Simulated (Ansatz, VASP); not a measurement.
## One calculation of KCl, two programs

```
K Cl
1.0
     0.00000    2.89181    3.75935
     2.89181    0.00000    3.75935
     2.89181    2.89181    0.00000
K Cl
1 1
Direct
  0.00000 0.00000 0.00000
  0.50000 0.50000 0.50000
```

Alike in both runs: task single point; functional r2SCAN; k mesh 8 × 8 × 8; occupations gaussian, width 0.05 eV; no spin polarisation.

|  | VASP | Ansatz |
| --- | --- | --- |
| version | VASP 6.6.1 | Ansatz 0.2.0 |
| potentials or method | VASP PAW PBE potentials, release 64 (K_sv, Cl), cutoff 520 eV | scalar-relativistic, plane waves, PAW |
| valence electrons in the cell | 16 | 16 |

Ansatz gave:

- gap on the k mesh at the Fermi level (eV): 5.47
- least direct gap on the mesh (eV): 5.47
- pressure (GPa): 3.2
- traceless stress, the component that is largest in VASP (GPa): -5.28

Problem. What did VASP give for the same quantities?

Solution. gap on the k mesh at the Fermi level (eV): 5.47; least direct gap on the mesh (eV): 5.47; pressure (GPa): 3.2; traceless stress, the component that is largest in VASP (GPa): -5.35.

VASP's potentials were made for PBE, not for r2SCAN.
